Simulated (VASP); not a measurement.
The system is KBr.

```xyz
2
Lattice="0.1067 3.3333 3.3333 3.3333 0.1067 3.3333 3.3333 3.3333 0.1067" Properties=species:S:1:pos:R:3 pbc="T T T"
K     0.0000    0.0000    0.0000
Br    3.3867    3.3867    3.3867
```

This cell differs from its parent crystal: epitaxial 111 strain -2.3%.

Base run:

| Quantity | Value |
| --- | --- |
| Program | VASP 6.6.1 |
| Functional | PBE |
| Potentials or basis | VASP PAW PBE potentials, release 64 (K_sv, Br) |
| Cutoff | 520 eV |
| k mesh | 6 × 6 × 6 |
| Occupations | fermi-dirac, width 0.02 eV |
| Spin | no spin polarisation |

Its results: band gap on the k mesh 4.43 eV; pressure 1.1 GPa.

Problem. The run is repeated on the same cell with these changes: functional from PBE to r2SCAN; occupations from fermi-dirac, width 0.02 eV to gaussian, width 0.01 eV. What comes out?

Solution. Band gap on the k mesh 5.08 eV; pressure 0.4 GPa.

Caveats: the PAW data sets were made with another functional, which shifts forces and pressure a little (at least some runs).

